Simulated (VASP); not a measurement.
A run of VASP 6.6.1 is set up as follows.

Contents of INCAR:

```
PREC = Accurate
ENCUT = 520
EDIFF = 1E-6
ISMEAR = 0
SIGMA = 0.15
LREAL = F
LASPH = T
NELM = 100
ALGO = Normal
ISIF = 2
LWAVE = F
LCHARG = F
GGA = PE
NBANDS = 24
```

Contents of KPOINTS:

```
regular mesh
0
Gamma
  20 20 14
```

The input POSCAR:

```
TiC
1.0
    0.0000000000     -2.1664615256     -2.1664615256
    0.0000000000      2.1664615256     -2.1664615256
    4.3329230512      0.0000000000      0.0000000000
Ti C
2 2
Direct
    0.4942088878      0.5057911122      0.5000000000
    0.9942088878      1.0057911122      0.0000000000
    0.5230791082      0.4769208918      0.0000000000
    0.0230791082     -0.0230791082      0.5000000000
```

Potentials or basis: VASP PAW PBE potentials, release 64 (Ti_sv, C).

Launch:

```bash
$ cat potpaw_PBE.64/Ti_sv/POTCAR potpaw_PBE.64/C/POTCAR > POTCAR
$ mpirun -np 1 vasp_std > vasp.out
```

(1) Estimate the band gap on the k mesh.

(2) Predict the pressure.

Results:

(1) zero (bands 16 and 17 overlap by 0.90 eV).

(2) 2.2 GPa.

Caveat: the cell differs from its parent crystal (atoms displaced along a vibrational mode); forces of over 1 eV/Å act on the atoms, so gaps and moduli don't describe the material at rest.
